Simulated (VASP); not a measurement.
# Mg3ZrN (P-6m2) in VASP: further runs

The runs below take Mg3ZrN through single point, with PBE.

Program: VASP 6.6.1. These are calculated values, not measurements. Logs are shortened: lines on timing, memory, paths and dates and some standing lists are left out, and cuts for length are marked.

### Step 1. The cell of the first run

It takes space group P-6m2 (No. 187, hexagonal). The conventional cell has a = 4.087 Å, b = 4.087 Å, c = 4.905 Å, α = 90.00°, β = 90.00°, γ = 120.00°. Mg (site symmetry 3m) has 5 Mg at 2.44 to 2.66 Å and 3 N at 2.66 Å and 3 Zr at 2.66 Å within 3.2 Å. Within 3.1 Å of Mg (site symmetry -6m2) lie 3 N at 2.36 Å and 2 Zr at 2.45 Å and 6 Mg at 2.66 Å. Zr (site symmetry -6m2) has 8 Mg at 2.45 to 2.66 Å within 3.2 Å. Within 3.1 Å of N (site symmetry -6m2) lie 9 Mg at 2.36 to 2.66 Å.

The cell was built from a structure type or drawn by symmetry, and may not be a known phase.

### Step 2. Single point, PBE

The input, INCAR:

```
PREC = Accurate ; ENCUT = 520
EDIFF = 1E-7 ; ISMEAR = 0
SIGMA = 0.1 ; LREAL = F
LASPH = T ; NELM = 80
ALGO = Normal ; ISIF = 2
LWAVE = F ; LCHARG = T
GGA = PE ; LELF = T
LVHAR = T ; NBANDS = 20
```

The input, KPOINTS:

```
Automatic mesh
0
Gamma
  6 6 4
```

The input, POSCAR:

```
Mg3ZrN
1.0
    4.0869931900      0.0000000000      0.0000000000
   -2.0434966000      3.5394399300      0.0000000000
    0.0000000000      0.0000000000      4.9052149000
Mg Zr N
3 1 1
Direct
    0.6666666700      0.3333333300      0.2489190000
    0.6666666700      0.3333333300      0.7510810000
    0.0000000000      0.0000000000      0.0000000000
    0.0000000000      0.0000000000      0.5000000000
    0.3333333300      0.6666666700      0.0000000000
```

Potentials or basis: VASP PAW PBE potentials, release 64 (Mg, Zr_sv, N).

Launch:

```bash
$ cat potpaw_PBE.64/Mg/POTCAR potpaw_PBE.64/Zr_sv/POTCAR potpaw_PBE.64/N/POTCAR > POTCAR
$ mpirun -np 1 vasp_std > vasp.out
```

OUTCAR:

```text
PREC = Accurate
   ENCUT = 520
   EDIFF = 1E-7
   ISMEAR = 0
   LREAL = F
   LASPH = T
   NELM = 80
   ISIF = 2
   GGA = PE

 ion  position               nearest neighbor table
   1  0.667  0.333  0.249-   2 2.44   2 2.46   5 2.66   5 2.66   3 2.66   3 2.66   3 2.66   5 2.66
                             4 2.66   4 2.66   4 2.66
   2  0.667  0.333  0.751-   1 2.44   1 2.46   5 2.66   5 2.66   3 2.66   3 2.66   3 2.66   5 2.66
                             4 2.66   4 2.66   4 2.66
   3  0.000  0.000  0.000-   5 2.36   5 2.36   5 2.36   4 2.45   4 2.45   1 2.66   2 2.66   2 2.66
                             1 2.66   2 2.66   1 2.66
   4  0.000  0.000  0.500-   3 2.45   3 2.45   1 2.66   2 2.66   1 2.66   2 2.66   1 2.66   2 2.66

   5  0.333  0.667  0.000-   3 2.36   3 2.36   3 2.36   1 2.66   2 2.66   1 2.66   2 2.66   1 2.66
                             2 2.66

  LATTYP: Found a hexagonal cell.
 ALAT       =     4.0869931900
 C/A-ratio  =     1.2002013882

  Lattice vectors:

 A1 = (   4.0869931900,   0.0000000000,   0.0000000000)
 A2 = (  -2.0434966000,   3.5394399300,   0.0000000000)
 A3 = (   0.0000000000,   0.0000000000,   4.9052149000)

Analysis of symmetry for initial positions (statically):
=====================================================================
 Subroutine PRICEL returns:
 Original cell was already a primitive cell.

 Routine SETGRP: Setting up the symmetry group for a
 hexagonal supercell.

 Subroutine GETGRP returns: Found 12 space group operations
 (whereof 12 operations were pure point group operations)
 out of a pool of 24 trial point group operations.

The static configuration has the point symmetry D_3h.

Analysis of symmetry for dynamics (positions and initial velocities):
=====================================================================
 Subroutine PRICEL returns:
 Original cell was already a primitive cell.

 Routine SETGRP: Setting up the symmetry group for a
 hexagonal supercell.

 Subroutine GETGRP returns: Found 12 space group operations
 (whereof 12 operations were pure point group operations)
 out of a pool of 24 trial point group operations.

The dynamic configuration has the point symmetry D_3h.

 Subroutine INISYM returns: Found 12 space group operations
 (whereof 12 operations are pure point group operations),
 and found     1 'primitive' translations

----------------------------------------------------------------------------------------

                                     Primitive cell

  volume of cell :      70.9572

  direct lattice vectors                    reciprocal lattice vectors
     4.086993190  0.000000000  0.000000000     0.244678656  0.141265288  0.000000000
    -2.043496600  3.539439930  0.000000000     0.000000000  0.282530575  0.000000000
     0.000000000  0.000000000  4.905214900     0.000000000  0.000000000  0.203864667

  length of vectors
     4.086993190  4.086993195  4.905214900     0.282530576  0.282530575  0.203864667

  position of ions in fractional coordinates (direct lattice)
     0.666666670  0.333333330  0.248919000
     0.666666670  0.333333330  0.751081000
     0.000000000  0.000000000  0.000000000
     0.000000000  0.000000000  0.500000000
     0.333333330  0.666666670  0.000000000

  ion indices of the primitive-cell ions
   primitive index   ion index
                 1           1
                 2           2
                 3           3
                 4           4
                 5           5

----------------------------------------------------------------------------------------

 KPOINTS: Automatic mesh

Automatic generation of k-mesh.
 Grid dimensions read from file:
 generate k-points for:    6    6    4

 Generating k-lattice:

  Cartesian coordinates                     Fractional coordinates (reciprocal lattice)
     0.040779776  0.023544215  0.000000000     0.166666667  0.000000000  0.000000000
     0.000000000  0.047088429  0.000000000     0.000000000  0.166666667  0.000000000
     0.000000000  0.000000000  0.050966167     0.000000000  0.000000000  0.250000000

  Length of vectors
     0.047088429  0.047088429  0.050966167

  Shift w.r.t. Gamma in fractional coordinates (k-lattice)
     0.000000000  0.000000000  0.000000000

 Subroutine IBZKPT returns following result:
 ===========================================

 Found     21 irreducible k-points:

 Following reciprocal coordinates:
            Coordinates               Weight
  0.000000  0.000000  0.000000      1.000000
  0.166667 -0.000000  0.000000      6.000000
  0.333333  0.000000  0.000000      6.000000
  0.500000  0.000000  0.000000      3.000000
  0.166667  0.166667  0.000000      6.000000
  0.333333  0.166667  0.000000     12.000000
[... 13 lines left out ...]
  0.333333  0.166667  0.500000     12.000000
  0.333333  0.333333  0.500000      2.000000
   k-points           NKPTS =     21   k-points in BZ     NKDIM =     21   number of bands    NBANDS=     20
   number of dos      NEDOS =    301   number of ions     NIONS =      5
   total plane-waves  NPLWV =  32400
   dimension x,y,z NGX =    30 NGY =   30 NGZ =   36
   dimension x,y,z NGXF=    60 NGYF=   60 NGZF=   72
   ions per type =               3   1   1
   NGX,Y,Z   is equivalent  to a cutoff of  12.20, 12.20, 12.20 a.u.
   NGXF,Y,Z  is equivalent  to a cutoff of  24.41, 24.41, 24.40 a.u.
 SYSTEM =  unknown system
   PREC   = accura    normal or accurate (medium, high low for compatibility)
   ISTART =      0    job   : 0-new  1-cont  2-samecut
   ICHARG =      2    charge: 1-file 2-atom 10-const
   ISPIN  =      1    spin polarized calculation?
   LNONCOLLINEAR =      F non collinear calculations
   LSORBIT =      F    spin-orbit coupling
   LASPH  =      T    aspherical Exc in radial PAW
   ENCUT  =  520.0 eV  38.22 Ry    6.18 a.u.   7.60  7.60  9.12*2*pi/ulx,y,z
   NELM   =     80;   NELMIN=  2; NELMDL= -5     # of ELM steps
   EDIFF  = 0.1E-06   stopping-criterion for ELM
   LREAL  =      F    real-space projection
   EDIFFG = 0.1E-05   stopping-criterion for IOM
   NSW    =      0    number of steps for IOM
   IBRION =     -1    ionic relax: 0-MD 1-quasi-New 2-CG
   NFREE  =      0    steps in history (QN), initial steepest desc. (CG)
   ISIF   =      2    stress and relaxation
   ISYM   =      2    0-nonsym 1-usesym 2-fastsym
   POTIM  = 0.5000    time-step for ionic-motion
   TEBEG  =    0.0;   TEEND  =   0.0 temperature during run
   PSTRESS=    0.0 pullay stress
   NELECT =      23.0000    total number of electrons
   NUPDOWN=      -1.0000    fix difference up-down
   EMIN   =  10.00;   EMAX   =-10.00  energy-range for DOS
   EFERMI =   0.00;   METHOD = LEGACY
   ISMEAR =     0;   SIGMA  =   0.10  broadening in eV -4-tet -1-fermi 0-gaus
   EFERMI_NEDOS =   21; number of points for ismear=-14 and -15
   IALGO  =     38    algorithm
   IMIX   =      4    mixing-type and parameters
     AMIX     =   0.40;   BMIX     =  1.00
     AMIX_MAG =   1.60;   BMIX_MAG =  1.00
  volume/ion in A,a.u.               =      14.19        95.77
  Fermi-wavevector in a.u.,A,eV,Ry     =   1.124567  2.125123 17.206616  1.264651
  Thomas-Fermi vector in A             =   2.261239
   LORBIT       =      0    0 simple, 1 ext, 2 COOP (PROOUT), +10 PAW based schemes
   GGA     = PE    functional components
   LHFCALC =     F    Hartree Fock is set to
   AEXX    =    0.0000 exact exchange contribution
   IVDW    =     0    specifies the selected vdW correction
   LEPSILON=     F    determine dielectric tensor
   LRPA    =     F    only Hartree local field effects (RPA)
 non-spin polarized calculation
 Gauss-broadening in eV      SIGMA  =   0.10
  energy-cutoff  :      520.00
  volume of cell :       70.96
 maximum number of plane-waves:      1938
   NGX = 15   NGY = 15   NGZ = 19

 number of electron      23.0000000 magnetization

 Free energy of the ion-electron system (eV)
  ---------------------------------------------------
  ext. energy  EPLUGINS =         0.00000000
  ---------------------------------------------------
  free energy    TOTEN  =       -12.89829130 eV

  energy without entropy =      -12.87418474  energy(sigma->0) =      -12.88623802

 E-fermi :   6.8979     XC(G=0): -10.6698

 val. band max:        6.8945093079   @ k =   0.3333   0.0000   0.0000
 cond. band min:       6.9085114837   @ k =   0.1667   0.1667   0.2500
 fundamental gap:      0.0140021758
 Fermi energy:         6.8979356328

 k-point     1 :       0.0000    0.0000    0.0000
  band No.  band energies     occupation
      1     -41.4622      2.00000
      2     -19.8188      2.00000
      3     -19.6422      2.00000
      4     -19.6422      2.00000
      5      -7.5607      2.00000
      6       1.5107      2.00000
[... 12 lines left out ...]
     19      13.8324      0.00000
     20      15.2166      0.00000

 k-point     2 :       0.1667   -0.0000    0.0000
  band No.  band energies     occupation
      1     -41.4612      2.00000
      2     -19.8158      2.00000
      3     -19.6628      2.00000
      4     -19.6471      2.00000
      5      -7.4622      2.00000
      6       1.1373      2.00000
[... 12 lines left out ...]
     19      14.4331      0.00000
     20      15.2679      0.00000

 k-point     3 :       0.3333    0.0000    0.0000
  band No.  band energies     occupation
      1     -41.4590      2.00000
      2     -19.8098      2.00000
      3     -19.7037      2.00000
      4     -19.6568      2.00000
      5      -7.2537      2.00000
      6       0.4234      2.00000
[... 12 lines left out ...]
     19      13.6236      0.00000
     20      14.1512      0.00000

 k-point     4 :       0.5000    0.0000    0.0000
  band No.  band energies     occupation
      1     -41.4579      2.00000
      2     -19.8069      2.00000
      3     -19.7240      2.00000
      4     -19.6617      2.00000
      5      -7.1429      2.00000
      6       0.1032      2.00000
[... 12 lines left out ...]
     19      13.6782      0.00000
     20      13.6819      0.00000

 k-point     5 :       0.1667    0.1667    0.0000
  band No.  band energies     occupation
      1     -41.4595      2.00000
      2     -19.8113      2.00000
      3     -19.6897      2.00000
      4     -19.6582      2.00000
      5      -7.3081      2.00000
      6       0.6760      2.00000
[... 12 lines left out ...]
     19      13.7668      0.00000
     20      14.4142      0.00000

 k-point     6 :       0.3333    0.1667    0.0000
  band No.  band energies     occupation
      1     -41.4579      2.00000
      2     -19.8069      2.00000
      3     -19.7137      2.00000
      4     -19.6721      2.00000
      5      -7.1459      2.00000
      6       0.3562      2.00000
[... 12 lines left out ...]
     19      13.1578      0.00000
     20      14.2997      0.00000

 k-point     7 :       0.3333    0.3333    0.0000
  band No.  band energies     occupation
      1     -41.4573      2.00000
      2     -19.8054      2.00000
      3     -19.7034      2.00000
      4     -19.6950      2.00000
      5      -7.0928      2.00000
      6       0.8348      2.00000
[... 12 lines left out ...]
     19      12.1034      0.00000
     20      14.5466      0.00000
[... 208 lines left out ...]
 k-point    17 :       0.3333    0.0000    0.5000
  band No.  band energies     occupation
      1     -41.4571      2.00000
      2     -19.8388      2.00000
      3     -19.7032      2.00000
      4     -19.6570      2.00000
      5      -7.2247      2.00000
      6       1.0419      2.00000
[... 12 lines left out ...]
     19      13.1762      0.00000
     20      14.7786      0.00000

 k-point    18 :       0.5000    0.0000    0.5000
  band No.  band energies     occupation
      1     -41.4560      2.00000
      2     -19.8353      2.00000
      3     -19.7233      2.00000
      4     -19.6618      2.00000
      5      -7.1397      2.00000
      6       0.6140      2.00000
[... 12 lines left out ...]
     19      13.7801      0.00000
     20      14.2064      0.00000

 k-point    19 :       0.1667    0.1667    0.5000
  band No.  band energies     occupation
      1     -41.4577      2.00000
      2     -19.8406      2.00000
      3     -19.6894      2.00000
      4     -19.6584      2.00000
      5      -7.2658      2.00000
      6       1.3662      2.00000
[... 12 lines left out ...]
     19      12.7941      0.00000
     20      15.0437      0.00000

 k-point    20 :       0.3333    0.1667    0.5000
  band No.  band energies     occupation
      1     -41.4560      2.00000
      2     -19.8353      2.00000
      3     -19.7131      2.00000
      4     -19.6721      2.00000
      5      -7.1404      2.00000
      6       0.7960      2.00000
[... 12 lines left out ...]
     19      13.2092      0.00000
     20      14.3341      0.00000

 k-point    21 :       0.3333    0.3333    0.5000
  band No.  band energies     occupation
      1     -41.4555      2.00000
      2     -19.8336      2.00000
      3     -19.7031      2.00000
      4     -19.6947      2.00000
      5      -7.0972      2.00000
      6       0.8470      2.00000
[... 12 lines left out ...]
     19      12.7834      0.00000
     20      14.0615      0.00000

------------------------ aborting loop because EDIFF is reached ----------------------------------------

  FORCE on cell =-STRESS in cart. coord.  units (eV):
  Direction    XX          YY          ZZ          XY          YZ          ZX
  --------------------------------------------------------------------------------------
  -------------------------------------------------------------------------------------
  Total        7.8291858      7.8291858     32.5965216     -0.0000000      0.0000000      0.0000000
  in kB      176.7790039    176.7790041    736.0127578     -0.0000002      0.0000000      0.0000000
  external PRESSURE =     363.1902553 kB  Pullay stress =       0.0000000 kB

 VOLUME and BASIS-vectors are now :
 -----------------------------------------------------------------------------
  energy-cutoff  :      520.00
  volume of cell :       70.96
      direct lattice vectors                 reciprocal lattice vectors
     4.086993190  0.000000000  0.000000000     0.244678656  0.141265288  0.000000000
    -2.043496600  3.539439930  0.000000000     0.000000000  0.282530575  0.000000000
     0.000000000  0.000000000  4.905214900     0.000000000  0.000000000  0.203864667

 POSITION                                       TOTAL-FORCE (eV/Angst)
 -----------------------------------------------------------------------------------
      2.04350      1.17981      1.22100        -0.000000     -0.000000     -0.783063
      2.04350      1.17981      3.68421        -0.000000      0.000000      0.783063
      0.00000      0.00000      0.00000        -0.000000      0.000000      0.000000
      0.00000      0.00000      2.45261        -0.000000      0.000000      0.000000
     -0.00000      2.35963      0.00000         0.000000      0.000000      0.000000
 -----------------------------------------------------------------------------------
    total drift:                                0.000016     -0.000009     -0.000000

  FREE ENERGIE OF THE ION-ELECTRON SYSTEM (eV)
  ---------------------------------------------------
  free  energy   TOTEN  =       -12.8982913018 eV

  energy  without entropy=      -12.8741847428  energy(sigma->0) =      -12.88623802
```

It took 67 s on 1 thread of Intel Xeon 8259CL, shared host; peak memory 0.2 GiB.

Results:

- Free energy: -12.8983 eV
- Pressure: 36.3 GPa
- Largest force: 0.783 eV/Å
- Band gap on the k mesh: zero (an odd number of electrons rules out a gap without spin polarisation)

Forces in eV/Å, atoms in the order of the input:
```
Mg   0.000  0.000 -0.783
Mg   0.000  0.000  0.783
Mg   0.000  0.000  0.000
Zr   0.000  0.000  0.000
N    0.000  0.000  0.000
```

Caveat: the cell stands under pressure.

### Step 3. Single point, PBE

This run uses another cell than the first one, of 18.68 Å³/atom.

The input, INCAR:

```
SYSTEM = Mg3ZrN
PREC = Accurate
ENCUT = 520
EDIFF = 1E-6
ISMEAR = 0
SIGMA = 0.1
LREAL = .False.
LASPH = .True.
NELM = 80
ALGO = Normal
ISIF = 2
LWAVE = .False.
LCHARG = .False.
GGA = PE
NBANDS = 20
```

The input, KPOINTS:

```
regular mesh
0
Gamma
  6 6 4
  0 0 0
```

The input, POSCAR:

```
Mg3ZrN
1.0
    3.3831450721      0.0000000024      0.0000000000
   -1.6915725381      2.9298895759      0.0000000000
    0.0000000000      0.0000000000      9.4248158817
Mg Zr N
3 1 1
Direct
    0.6666666667      0.3333333333      0.2347663163
    0.6666666667      0.3333333333      0.7652336837
    0.0000000000      0.0000000000      0.0000000000
    0.0000000000      0.0000000000      0.5000000000
    0.3333333333      0.6666666667      0.0000000000
```

Potentials or basis: VASP PAW PBE potentials, release 64 (Mg, Zr_sv, N).

Launch:

```bash
$ cat potpaw_PBE.64/Mg/POTCAR potpaw_PBE.64/Zr_sv/POTCAR potpaw_PBE.64/N/POTCAR > POTCAR
$ mpirun -np 1 vasp_std > vasp.out
```

Wall time 87 s (1 thread of Intel Xeon 8259CL, shared host); peak memory 0.24 GiB.

The run converged. Its results:

```
Free energy            : -21.1402 eV
Pressure               : 0.0 GPa
Largest force          : 0.024 eV/Å
Band gap on the k mesh : zero (an odd number of electrons rules out a gap without spin polarisation)
```

Forces in eV/Å, atoms in the order of the input:
```
Mg   0.000  0.000 -0.024
Mg   0.000  0.000  0.024
Mg   0.000  0.000  0.000
Zr   0.000  0.000  0.000
N    0.000  0.000  0.000
```

Levels at points of the mesh, in eV from the Fermi level:
| k point | band 7 | band 8 | band 9 | band 10 | band 11 | band 12 | band 13 | band 14 | band 15 | band 16 |
| --- | --- | --- | --- | --- | --- | --- | --- | --- | --- | --- |
| (0.00, 0.00, 0.00) | -5.42 | -2.31 | -1.71 | -1.39 | -1.39 | 0.68 | 1.25 | 1.25 | 2.80 | 2.80 |
| (0.50, 0.00, 0.00) | -2.93 | -2.08 | -1.86 | -1.61 | -0.79 | -0.41 | -0.27 | 1.94 | 2.76 | 3.05 |
| (0.00, 0.00, 0.50) | -4.19 | -3.76 | -1.39 | -1.39 | -0.98 | 0.88 | 1.25 | 1.25 | 2.80 | 2.80 |
| (0.50, 0.00, 0.50) | -2.90 | -2.14 | -1.87 | -1.86 | -0.76 | -0.04 | -0.04 | 1.95 | 2.16 | 2.64 |
